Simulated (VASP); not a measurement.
Write the native input for VASP 6.6.1 that does the following.

| Item | Value |
| --- | --- |
| Task | G0W0 quasiparticle levels |
| Functional | PBE |
| Potentials or basis | VASP PAW PBE potentials, release 64 (Na_sv_GW, Cl_GW) |
| Cutoff | 500 eV |
| k mesh | 4 × 4 × 4 |
| Occupations | gaussian, width 0.01 eV |
| Spin | no spin polarisation |
| Dipole correction | no |
| GW scheme | G0W0 |
| GW iterations | 1 |
| Cutoff of the response function | 120 |
| Frequency points | 96 |
| Empty bands | 123 |
| Further INCAR settings | ALGO = EVGW0; EDIFF = 1e-08; NBANDS = 131 |

The system is NaCl.

```xyz
2
Lattice="3.4595 0.0000 0.0000 0.0000 3.4595 0.0000 0.0000 0.0000 3.4595" Properties=species:S:1:pos:R:3 pbc="T T T"
Na    0.0000    0.0000    0.0000
Cl    1.7298    1.7298    1.7298
```

One way to write it, as run:

POSCAR

```
NaCl
1.0
    3.4595452951      0.0000000000      0.0000000000
    0.0000000000      3.4595452951      0.0000000000
    0.0000000000      0.0000000000      3.4595452951
Na Cl
1 1
Direct
    0.0000000000      0.0000000000      0.0000000000
    0.5000000000      0.5000000000      0.5000000000
```

INCAR.step1

```
SYSTEM = NaCl
PREC     = Accurate       ! precision mode
ENCUT    = 500            ! plane-wave cutoff, eV
EDIFF    = 1E-8           ! SCF threshold, eV
ISMEAR   = 0              ! smearing method
SIGMA    = 0.01           ! smearing width, eV
LREAL    = .FALSE.        ! projectors in reciprocal space
LASPH    = .TRUE.         ! aspherical terms in the spheres
NELM     = 80             ! most SCF steps
ALGO     = Normal         ! electronic algorithm
LWAVE    = .TRUE.         ! write WAVECAR
LCHARG   = .FALSE.        ! write CHGCAR
GGA      = PE             ! functional
```

INCAR.step2

```
SYSTEM = NaCl
PREC     = Accurate       ! precision mode
ENCUT    = 500            ! plane-wave cutoff, eV
EDIFF    = 1E-8           ! SCF threshold, eV
ISMEAR   = 0              ! smearing method
SIGMA    = 0.01           ! smearing width, eV
LREAL    = .FALSE.        ! projectors in reciprocal space
LASPH    = .TRUE.         ! aspherical terms in the spheres
NELM     = 1              ! most SCF steps
ALGO     = Exact          ! electronic algorithm
LWAVE    = .TRUE.         ! write WAVECAR
LCHARG   = .FALSE.        ! write CHGCAR
GGA      = PE             ! functional
NBANDS   = 131            ! bands
LOPTICS  = .TRUE.         ! frequency-dependent dielectric function
ISTART   = 1
```

INCAR.step3

```
SYSTEM = NaCl
PREC     = Accurate       ! precision mode
ENCUT    = 500            ! plane-wave cutoff, eV
EDIFF    = 1E-8           ! SCF threshold, eV
ISMEAR   = 0              ! smearing method
SIGMA    = 0.01           ! smearing width, eV
LREAL    = .FALSE.        ! projectors in reciprocal space
LASPH    = .TRUE.         ! aspherical terms in the spheres
ALGO     = EVGW0          ! electronic algorithm
LWAVE    = .FALSE.        ! write WAVECAR
LCHARG   = .FALSE.        ! write CHGCAR
GGA      = PE             ! functional
NELMGW   = 1            
NBANDS   = 131            ! bands
ENCUTGW  = 120.0          ! cutoff of the response function
NOMEGA   = 96             ! frequency points
PRECFOCK = Fast         
ISTART   = 1            
NBANDSGW = 16           
OMEGAMAX = 20
```

KPOINTS

```
Automatic mesh
0
G
  4 4 4
  0 0 0
```

Potentials or basis: VASP PAW PBE potentials, release 64 (Na_sv_GW, Cl_GW).

Run with:

```sh
$ cat potpaw_PBE.64/Na_sv_GW/POTCAR potpaw_PBE.64/Cl_GW/POTCAR > POTCAR
$ cp INCAR.step1 INCAR
$ mpirun -np 1 vasp_std > vasp.out
$ cp INCAR.step2 INCAR
$ mpirun -np 1 vasp_std > vasp.out
$ cp INCAR.step3 INCAR
$ mpirun -np 1 vasp_std > vasp.out
```

Results of the run:

- Quasiparticle gap: 6.61 eV
- Least direct quasiparticle gap: 7.21 eV
- Band gap of the starting levels on the mesh: 4.11 eV
- Least direct gap of the starting levels on the mesh: 4.63 eV

Caveat: the k points lie up to 0.45 Å⁻¹ apart; bands, screening cutoff and mesh are small and nothing is extrapolated, so the quasiparticle values aren't converged; the structure was generated, so it needn't be the stable form of NaCl.

It took 2 min on 1 thread of AMD EPYC 9R45 96-Core Processor (Zen 5), on a shared host, peak memory 0.37 GiB.
